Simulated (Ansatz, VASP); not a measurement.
# One calculation of Ni, two programs

Contents of INCAR:

```
  ALGO = Normal
  EDIFF = 1E-6
  ENCUT = 520
  GGA = PS
  ISIF = 2
  ISMEAR = -1
  ISPIN = 2
  LASPH = T
  LCHARG = T
  LELF = T
  LMAXMIX = 4
  LORBIT = 11
  LREAL = F
  LVHAR = T
  LWAVE = F
  MAGMOM = 2 2
  NBANDS = 21
  NELM = 150
  PREC = Accurate
  SIGMA = 0.1
```

The input KPOINTS:

```
k-points
0
Gamma
  7 14 14
```

File POSCAR:

```
Ni
1.0
    0.0000000000      3.5359000000      3.5359000000
    1.7679500000      0.0000000000      1.7679500000
    1.7679500000      1.7679500000      0.0000000000
Ni
2
Direct
    0.0000000000      0.0000000000      0.0000000000
    0.5000000000      0.0000000000      0.0000000000
```

Input for Ansatz:

```yaml
crystal:
  lattice:
    - [0.0, 3.5359, 3.5359]
    - [1.76795, 0.0, 1.76795]
    - [1.76795, 1.76795, 0.0]
  atoms:
    - { symbol: Ni, position: [0.0, 0.0, 0.0], spin: 2.0 }
    - { symbol: Ni, position: [0.5, 0.0, 0.0], spin: 2.0 }
magnetization:
  spin_polarized: true
hamiltonian:
  xc: pbesol
  pseudopotentials: { kind: paw }
basis:
  ecutwfc: 420
kpoints:
  mp_grid: { grid: [7, 14, 14] }
scf:
  occupations: { method: fermi_dirac, width: 0.1 }
  lower_state_search: "off"
  algorithm: density_mixing
  mixing: { algorithm: broyden, beta: 0.3 }
output:
  forces: true
  stress: true
```

Alike in both runs: task single point; functional PBEsol; k mesh 7 × 14 × 14; occupations fermi-dirac, width 0.1 eV; collinear spin.

```csv
,VASP,Ansatz
version,VASP 6.6.1,Ansatz 0.2.0
potentials or method,"VASP PAW PBE potentials, release 64 (Ni), cutoff 520 eV","PAW, plane waves, scalar-relativistic"
valence electrons in the cell,20,36
```

Ansatz gave:

* pressure (GPa): -12.0
* net moment per atom (μB): 0.62
* size of the moment on the site where the two differ most (μB): 0.65

Q: What did VASP give for the same quantities?

A: Pressure (GPa): -11.9; net moment per atom (μB): 0.60; size of the moment on the site where the two differ most (μB): 0.61.

VASP's potentials were made for PBE, not for PBEsol. Site moments also hang on the region over which each program counts them. VASP's potentials hold 20 valence electrons a cell and Ansatz's 36, so a difference there can come from the potentials and not from the codes. Ansatz's warnings: stability check not made.
